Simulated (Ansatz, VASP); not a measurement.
Two plane-wave programs on Ag

```
Ag
1.0
    -1.61256    1.61659    1.61659
     1.61256   -1.60853    1.60853
     1.61256    1.60853   -1.60853
Ag
1
Direct
  0.00000 0.00000 0.00000
```

Change from the starting cell: strain +0.0050 x Voigt [0, 0, 0, 1, 0, 0], atoms carried along.

Alike in both runs: task single point; functional PBEsol; k mesh 26 × 26 × 26; occupations gaussian, width 0.15 eV; no spin polarisation.

```csv
,VASP,Ansatz
version,VASP 6.6.1,Ansatz 0.2.0
potentials or method,"VASP PAW PBE potentials, release 64 (Ag), cutoff 520 eV","scalar-relativistic, plane waves, PAW"
valence electrons in the cell,11,19
```

```csv
,VASP,Ansatz,Ansatz less VASP
gap on the k mesh at the Fermi level (eV),none,none,-
pressure (GPa),-0.2,0.0,+0.20
"traceless stress, the component that is largest in VASP (GPa)",-0.26,-0.27,-0.003
```

VASP's potentials were made for PBE, not for PBEsol. A gap of «none» marks a metal or a gap that the smearing closes. The functional is the same, so the differences come from potentials, cutoffs and numerics. VASP's potentials hold 11 valence electrons a cell and Ansatz's 19, so a difference there can come from the potentials and not from the codes.
